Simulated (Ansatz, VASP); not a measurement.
**One calculation of BaHfO3, two programs**

The input INCAR:

```
SYSTEM = BaHfO3
PREC     = Accurate       ! precision mode
ENCUT    = 520            ! plane-wave cutoff, eV
EDIFF    = 1E-6           ! SCF threshold, eV
ISMEAR   = 0              ! smearing method
SIGMA    = 0.01           ! smearing width, eV
LREAL    = .False.        ! projectors in reciprocal space
LASPH    = .True.         ! aspherical terms in the spheres
NELM     = 100            ! most SCF steps
ALGO     = Normal         ! electronic algorithm
ISIF     = 2              ! what is computed and relaxed
LWAVE    = .False.        ! write WAVECAR
LCHARG   = .False.        ! write CHGCAR
GGA      = PE             ! functional
NBANDS   = 27             ! bands
```

Contents of KPOINTS:

```
regular mesh
0
Gamma
  6 6 6
  0 0 0
```

The input POSCAR:

```
BaHfO3
1.0
    4.1770587702      0.0000000000      0.0000000000
    0.0000000000      4.1770587702      0.0000000000
    0.0000000000      0.0000000000      4.1770587702
Ba Hf O
1 1 3
Direct
    0.0000000000      0.0000000000      0.0000000000
    0.5000000000      0.5000000000      0.5000000000
    0.5000000000      0.5000000000      0.0000000000
    0.5000000000      0.0000000000      0.5000000000
    0.0000000000      0.5000000000      0.5000000000
```

Input for Ansatz:

```yaml
crystal:
  lattice:
    - [4.1770587702, 0.0, 0.0]
    - [0.0, 4.1770587702, 0.0]
    - [0.0, 0.0, 4.1770587702]
  atoms:
    - { symbol: Ba, position: [0.0, 0.0, 0.0] }
    - { symbol: Hf, position: [0.5, 0.5, 0.5] }
    - { symbol: O, position: [0.5, 0.5, 0.0] }
    - { symbol: O, position: [0.5, 0.0, 0.5] }
    - { symbol: O, position: [0.0, 0.5, 0.5] }
kpoints:
  mp_grid: { grid: [6, 6, 6] }
  band_path:
    path: [[0.0, 0.0, 0.0], [0.0, 0.5, 0.0], [0.5, 0.5, 0.0], [0.5, 0.5, 0.5]]
    npoints: 1
hamiltonian:
  xc: pbe
scf:
  occupations: { method: fixed }
  n_extra_bands: 5
output:
  forces: true
  stress: true
  eigenvalues: true
```

Alike in both runs: task single point; functional PBE; k mesh 6 × 6 × 6; no spin polarisation.

|  | VASP | Ansatz |
| --- | --- | --- |
| version | VASP 6.6.1 | Ansatz 0.2.0 |
| potentials or method | VASP PAW PBE potentials, release 64 (Ba_sv, Hf_pv, O) | plane waves, PAW |
| plane-wave cutoff (eV) | 520 | 420 |
| occupations | gaussian, width 0.01 eV | fixed |
| valence electrons in the cell | 38 | 54 |

Ansatz gave:

| Quantity | Value |
| --- | --- |
| gap on the k mesh at the Fermi level (eV) | 3.66 |
| pressure (GPa) | 3.4 |

Question: Which values does VASP return?

Answer: gap on the k mesh at the Fermi level (eV): 3.58; pressure (GPa): 2.9.

VASP's potentials hold 38 valence electrons a cell and Ansatz's 54, so a difference there can come from the potentials and not from the codes.

Neither program's run includes spin-orbit coupling.
